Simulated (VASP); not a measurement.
# Nb (Im-3m) in VASP: single point with r2SCAN

Aim: the single point of Nb with r2SCAN.

All numbers are computed with VASP 6.6.1; they aren't measurements. Logs are shortened: lines on timing, memory, paths and dates and some standing lists are left out, and cuts for length are marked.

**1. The cell of the first run**

Symmetry: Im-3m, No. 229, cubic system. Conventional cell: a = 3.305 Å, b = 3.305 Å, c = 3.305 Å, α = 90.00°, β = 90.00°, γ = 90.00°. Within 3.8 Å of Nb (site symmetry m-3m) lie 14 Nb at 2.86 to 3.30 Å.

**2. Single point, r2SCAN**

POSCAR

```
Nb
1.0
   -1.6522873185      1.6522873185      1.6522873185
    1.6522873185     -1.6522873185      1.6522873185
    3.3045746370      3.3045746370      0.0000000000
Nb
2
Direct
    0.0000000000      0.0000000000      0.0000000000
    0.5000000000      0.5000000000      0.5000000000
```

INCAR.step1

```
PREC = Accurate ; ENCUT = 520
ISMEAR = -1 ; SIGMA = 0.05
LREAL = F ; LASPH = T
NELM = 80 ; NBANDS = 20
GGA = PE ; ALGO = Normal
EDIFF = 1E-4 ; LWAVE = T
LCHARG = F
```

INCAR.step2

```
PREC = Accurate ; ENCUT = 520
EDIFF = 1E-7 ; ISMEAR = -1
SIGMA = 0.05 ; LREAL = F
LASPH = T ; NELM = 80
ALGO = Normal ; ISIF = 2
LWAVE = F ; LCHARG = T
METAGGA = R2SCAN ; LMIXTAU = T
LELF = T ; LVHAR = T
NBANDS = 20 ; ISTART = 1
```

KPOINTS

```
Automatic mesh
0
Gamma
  15 15 9
```

Potentials or basis: VASP PAW PBE potentials, release 64 (Nb_sv).

Started as:

```bash
> cat potpaw_PBE.64/Nb_sv/POTCAR > POTCAR
> cp INCAR.step1 INCAR
> mpirun -np 1 vasp_std > vasp.out
> cp INCAR.step2 INCAR
> mpirun -np 1 vasp_std > vasp.out
```

OUTCAR:

```text
PREC = Accurate
   ENCUT = 520
   EDIFF = 1E-7
   ISMEAR = -1
   LREAL = F
   LASPH = T
   NELM = 80
   ISIF = 2
   METAGGA = R2SCAN
   ISTART = 1

 ion  position               nearest neighbor table
   1  0.000  0.000  0.000-   2 2.86   2 2.86   2 2.86   2 2.86
   2  0.500  0.500  0.500-   1 2.86   1 2.86   1 2.86   1 2.86

  LATTYP: Found a base centered orthorhombic cell.
 ALAT       =     3.3045746370
 B/A-ratio  =     1.4142135624
 C/A-ratio  =     1.4142135624

  Lattice vectors:

 A1 = (  -1.6522873185,   1.6522873185,   1.6522873185)
 A2 = (   1.6522873185,  -1.6522873185,   1.6522873185)
 A3 = (   3.3045746370,   3.3045746370,   0.0000000000)

Analysis of symmetry for initial positions (statically):
=====================================================================
 Subroutine PRICEL returns following result:

  LATTYP: Found a body centered cubic cell.
 ALAT       =     3.3045746370

  Lattice vectors:

 A1 = (  -1.6522873185,   1.6522873185,  -1.6522873185)
 A2 = (  -1.6522873185,  -1.6522873185,   1.6522873185)
 A3 = (   1.6522873185,   1.6522873185,   1.6522873185)

   2 primitive cells build up your supercell.

 Routine SETGRP: Setting up the symmetry group for a
 base centered orthorhombic supercell.

 Subroutine GETGRP returns: Found  8 space group operations
 (whereof  8 operations were pure point group operations)
 out of a pool of  8 trial point group operations.

The static configuration has the point symmetry D_2h.

Analysis of symmetry for dynamics (positions and initial velocities):
=====================================================================
 Subroutine PRICEL returns following result:

  LATTYP: Found a body centered cubic cell.
 ALAT       =     3.3045746370

  Lattice vectors:

 A1 = (  -1.6522873185,   1.6522873185,  -1.6522873185)
 A2 = (  -1.6522873185,  -1.6522873185,   1.6522873185)
 A3 = (   1.6522873185,   1.6522873185,   1.6522873185)

   2 primitive cells build up your supercell.

 Routine SETGRP: Setting up the symmetry group for a
 base centered orthorhombic supercell.

 Subroutine GETGRP returns: Found  8 space group operations
 (whereof  8 operations were pure point group operations)
 out of a pool of  8 trial point group operations.

The dynamic configuration has the point symmetry D_2h.

 Subroutine INISYM returns: Found  8 space group operations
 (whereof  8 operations are pure point group operations),
 and found     2 'primitive' translations

----------------------------------------------------------------------------------------

                                     Primitive cell

  volume of cell :      18.0433

  direct lattice vectors                    reciprocal lattice vectors
    -1.652287318  1.652287318 -1.652287318    -0.302610808  0.302610808  0.000000000
    -1.652287318 -1.652287318  1.652287318    -0.302610808  0.000000000  0.302610808
     1.652287319  1.652287319  1.652287318     0.000000000  0.302610808  0.302610808

  length of vectors
     2.861845584  2.861845584  2.861845584     0.427956308  0.427956308  0.427956308

  position of ions in fractional coordinates (direct lattice)
     0.000000000  0.000000000  0.000000000

  ion indices of the primitive-cell ions
   primitive index   ion index
                 1           1

----------------------------------------------------------------------------------------

 KPOINTS: Automatic mesh

Automatic generation of k-mesh.
 Grid dimensions read from file:
 generate k-points for:   15   15    9

 Generating k-lattice:

  Cartesian coordinates                     Fractional coordinates (reciprocal lattice)
    -0.010087027  0.010087027  0.020174054     0.066666667  0.000000000  0.000000000
     0.010087027 -0.010087027  0.020174054     0.000000000  0.066666667  0.000000000
     0.016811712  0.016811712  0.000000000     0.000000000  0.000000000  0.111111111

  Length of vectors
     0.024708069  0.024708069  0.023775350

  Shift w.r.t. Gamma in fractional coordinates (k-lattice)
     0.000000000  0.000000000  0.000000000

 Subroutine IBZKPT returns following result:
 ===========================================

 Found    320 irreducible k-points:

 Following reciprocal coordinates:
            Coordinates               Weight
  0.000000  0.000000  0.000000      1.000000
  0.066667  0.000000  0.000000      4.000000
  0.133333  0.000000  0.000000      4.000000
  0.200000  0.000000  0.000000      4.000000
  0.266667  0.000000  0.000000      4.000000
  0.333333  0.000000  0.000000      4.000000
[... 16 lines left out ...]
  0.133333  0.133333  0.000000      2.000000
  0.200000  0.133333  0.000000      4.000000
 [... further k-points ...]
   k-points           NKPTS =    320   k-points in BZ     NKDIM =    320   number of bands    NBANDS=     20
   number of dos      NEDOS =    301   number of ions     NIONS =      2
   total plane-waves  NPLWV =  20736
   dimension x,y,z NGX =    24 NGY =   24 NGZ =   36
   dimension x,y,z NGXF=    48 NGYF=   48 NGZF=   72
   ions per type =               2
   NGX,Y,Z   is equivalent  to a cutoff of  13.94, 13.94, 12.81 a.u.
   NGXF,Y,Z  is equivalent  to a cutoff of  27.88, 27.88, 25.61 a.u.
 SYSTEM =  unknown system
   PREC   = accura    normal or accurate (medium, high low for compatibility)
   ISTART =      1    job   : 0-new  1-cont  2-samecut
   ICHARG =      0    charge: 1-file 2-atom 10-const
   ISPIN  =      1    spin polarized calculation?
   LNONCOLLINEAR =      F non collinear calculations
   LSORBIT =      F    spin-orbit coupling
   LASPH  =      T    aspherical Exc in radial PAW
   ENCUT  =  520.0 eV  38.22 Ry    6.18 a.u.   5.32  5.32  8.69*2*pi/ulx,y,z
   NELM   =     80;   NELMIN=  2; NELMDL=  0     # of ELM steps
   EDIFF  = 0.1E-06   stopping-criterion for ELM
   LREAL  =      F    real-space projection
   EDIFFG = 0.1E-05   stopping-criterion for IOM
   NSW    =      0    number of steps for IOM
   IBRION =     -1    ionic relax: 0-MD 1-quasi-New 2-CG
   NFREE  =      0    steps in history (QN), initial steepest desc. (CG)
   ISIF   =      2    stress and relaxation
   ISYM   =      2    0-nonsym 1-usesym 2-fastsym
   POTIM  = 0.5000    time-step for ionic-motion
   TEBEG  =    0.0;   TEEND  =   0.0 temperature during run
   PSTRESS=    0.0 pullay stress
   NELECT =      26.0000    total number of electrons
   NUPDOWN=      -1.0000    fix difference up-down
   EMIN   =  10.00;   EMAX   =-10.00  energy-range for DOS
   EFERMI =   0.00;   METHOD = LEGACY
   ISMEAR =    -1;   SIGMA  =   0.05  broadening in eV -4-tet -1-fermi 0-gaus
   EFERMI_NEDOS =   21; number of points for ismear=-14 and -15
   IALGO  =     38    algorithm
   IMIX   =      4    mixing-type and parameters
     AMIX     =   0.40;   BMIX     =  1.00
     AMIX_MAG =   1.60;   BMIX_MAG =  1.00
  volume/ion in A,a.u.               =      18.04       121.76
  Fermi-wavevector in a.u.,A,eV,Ry     =   1.467632  2.773422 29.306166  2.153942
  Thomas-Fermi vector in A             =   2.583226
   LORBIT       =      0    0 simple, 1 ext, 2 COOP (PROOUT), +10 PAW based schemes
   METAGGA = R2SCAN    functional components
   LHFCALC =     F    Hartree Fock is set to
   AEXX    =    0.0000 exact exchange contribution
   IVDW    =     0    specifies the selected vdW correction
   LEPSILON=     F    determine dielectric tensor
   LRPA    =     F    only Hartree local field effects (RPA)
 non-spin polarized calculation
  energy-cutoff  :      520.00
  volume of cell :       36.09
 maximum number of plane-waves:       987
 NGX is ok and might be reduce to    24
   NGX = 11   NGY = 11   NGZ = 17

 number of electron      26.0000002 magnetization

 Free energy of the ion-electron system (eV)
  ---------------------------------------------------
  ext. energy  EPLUGINS =         0.00000000
  ---------------------------------------------------
  free energy    TOTEN  =       -49.69732760 eV

  energy without entropy =      -49.67401856  energy(sigma->0) =      -49.68567308

 E-fermi :  11.1172     XC(G=0): -13.6166

 val. band max:       11.1161909776   @ k =   0.0667   0.0000   0.3333
 cond. band min:      11.1200084762   @ k =   0.0667   0.0667   0.2222
 fundamental gap:      0.0038174986
 Fermi energy:        11.1172115263

 k-point     1 :       0.0000    0.0000    0.0000
  band No.  band energies     occupation
      1     -45.0465      2.00000
      2     -44.7791      2.00000
      3     -21.0300      2.00000
      4     -20.0380      2.00000
      5     -19.6045      2.00000
      6     -19.5903      2.00000
[... 12 lines left out ...]
     19      15.4133      0.00000
     20      17.7536      0.00000

 k-point     2 :       0.0667    0.0000    0.0000
  band No.  band energies     occupation
      1     -45.0380      2.00000
      2     -44.7763      2.00000
      3     -21.0099      2.00000
      4     -20.0576      2.00000
      5     -19.6412      2.00000
      6     -19.6298      2.00000
[... 12 lines left out ...]
     19      15.6198      0.00000
     20      17.9995      0.00000

 k-point     3 :       0.1333    0.0000    0.0000
  band No.  band energies     occupation
      1     -45.0136      2.00000
      2     -44.7686      2.00000
      3     -20.9507      2.00000
      4     -20.1255      2.00000
      5     -19.7856      2.00000
      6     -19.6869      2.00000
[... 12 lines left out ...]
     19      15.7847      0.00000
     20      18.7677      0.00000

 k-point     4 :       0.2000    0.0000    0.0000
  band No.  band energies     occupation
      1     -44.9761      2.00000
      2     -44.7584      2.00000
      3     -20.8564      2.00000
      4     -20.2532      2.00000
      5     -19.9952      2.00000
      6     -19.7376      2.00000
[... 12 lines left out ...]
     19      15.6918      0.00000
     20      19.9186      0.00000

 k-point     5 :       0.2667    0.0000    0.0000
  band No.  band energies     occupation
      1     -44.9301      2.00000
      2     -44.7494      2.00000
      3     -20.7332      2.00000
      4     -20.4218      2.00000
      5     -20.2320      2.00000
      6     -19.7643      2.00000
[... 12 lines left out ...]
     19      15.4412      0.00000
     20      21.2429      0.00000

 k-point     6 :       0.3333    0.0000    0.0000
  band No.  band energies     occupation
      1     -44.8811      2.00000
      2     -44.7455      2.00000
      3     -20.5889      2.00000
      4     -20.5887      2.00000
      5     -20.4571      2.00000
      6     -19.8607      2.00000
[... 12 lines left out ...]
     19      15.2980      0.00000
     20      21.9008      0.00000

 k-point     7 :       0.4000    0.0000    0.0000
  band No.  band energies     occupation
      1     -44.8345      2.00000
      2     -44.7504      2.00000
      3     -20.7142      2.00000
      4     -20.6363      2.00000
      5     -20.4327      2.00000
      6     -19.9816      2.00000
[... 12 lines left out ...]
     19      16.4654      0.00000
     20      21.1218      0.00000
[... 277 lines left out ...]
 k-point    20 :      -0.2000    0.0667    0.0000
  band No.  band energies     occupation
      1     -44.9837      2.00000
      2     -44.7486      2.00000
      3     -20.8980      2.00000
      4     -20.2287      2.00000
      5     -19.9784      2.00000
      6     -19.7531      2.00000
[... 12 lines left out ...]
     19      16.2098      0.00000
     20      19.3570      0.00000

 k-point    21 :      -0.1333    0.0667    0.0000
  band No.  band energies     occupation
      1     -45.0163      2.00000
      2     -44.7613      2.00000
      3     -20.9725      2.00000
      4     -20.1125      2.00000
      5     -19.7805      2.00000
      6     -19.7041      2.00000
[... 12 lines left out ...]
     19      16.5078      0.00000
     20      18.1747      0.00000

 k-point    22 :      -0.0667    0.0667    0.0000
  band No.  band energies     occupation
      1     -45.0352      2.00000
      2     -44.7713      2.00000
      3     -21.0108      2.00000
      4     -20.0619      2.00000
      5     -19.6577      2.00000
      6     -19.6489      2.00000
[... 12 lines left out ...]
     19      16.2325      0.00000
     20      17.7167      0.00000

 k-point    23 :       0.1333    0.1333    0.0000
  band No.  band energies     occupation
      1     -44.9620      2.00000
      2     -44.7673      2.00000
      3     -20.7968      2.00000
      4     -20.1954      2.00000
      5     -19.9171      2.00000
      6     -19.8421      2.00000
[... 12 lines left out ...]
     19      15.4911      0.00000
     20      20.3180      0.00000

 k-point    24 :       0.2000    0.1333    0.0000
  band No.  band energies     occupation
      1     -44.9184      2.00000
      2     -44.7623      2.00000
      3     -20.6731      2.00000
      4     -20.2813      2.00000
      5     -20.0931      2.00000
      6     -19.9392      2.00000
[... 12 lines left out ...]
     19      15.6358      0.00000
     20      21.3285      0.00000

 [... further k-points ...]

------------------------ aborting loop because EDIFF is reached ----------------------------------------

  FORCE on cell =-STRESS in cart. coord.  units (eV):
  Direction    XX          YY          ZZ          XY          YZ          ZX
  --------------------------------------------------------------------------------------
  -------------------------------------------------------------------------------------
  Total       -0.0614911     -0.0614911     -0.0666235     -0.0296903      0.0000000     -0.0000000
  in kB       -2.7300840     -2.7300840     -2.9579541     -1.3181919      0.0000000     -0.0000000
  external PRESSURE =      -2.8060407 kB  Pullay stress =       0.0000000 kB

 VOLUME and BASIS-vectors are now :
 -----------------------------------------------------------------------------
  energy-cutoff  :      520.00
  volume of cell :       36.09
      direct lattice vectors                 reciprocal lattice vectors
    -1.652287318  1.652287318  1.652287318    -0.151305404  0.151305404  0.302610808
     1.652287318 -1.652287318  1.652287318     0.151305404 -0.151305404  0.302610808
     3.304574637  3.304574637  0.000000000     0.151305404  0.151305404  0.000000000

 POSITION                                       TOTAL-FORCE (eV/Angst)
 -----------------------------------------------------------------------------------
      0.00000      0.00000      0.00000        -0.000000      0.000000     -0.000000
      1.65229      1.65229      1.65229         0.000000     -0.000000      0.000000
 -----------------------------------------------------------------------------------
    total drift:                               -0.000000     -0.000000      0.000000

  FREE ENERGIE OF THE ION-ELECTRON SYSTEM (eV)
  ---------------------------------------------------
  free  energy   TOTEN  =       -49.6973275988 eV

  energy  without entropy=      -49.6740185596  energy(sigma->0) =      -49.68567308
```

Run time: 8.8 min. Hardware: 1 thread of Intel Xeon Platinum 8259CL at 2.50GHz (Skylake/Cascade Lake), shared host; peak memory 0.3 GiB.

Results:

```yaml
Free_energy: -49.6973 eV
Pressure: -0.3 GPa
Band_gap_on_the_k_mesh: zero (band 13 reaches 13.22 eV, above the bottom of band 14 at 9.97 eV)
```

Levels at points of the mesh, in eV from the Fermi level:
```tsv
k point	band 11	band 12	band 13	band 14	band 15	band 16
(0.00, 0.00, 0.00)	-1.71	0.44	0.44	0.44	2.24	3.56
```

Caveat: the PAW data sets were made with another functional, which shifts forces and pressure a little.
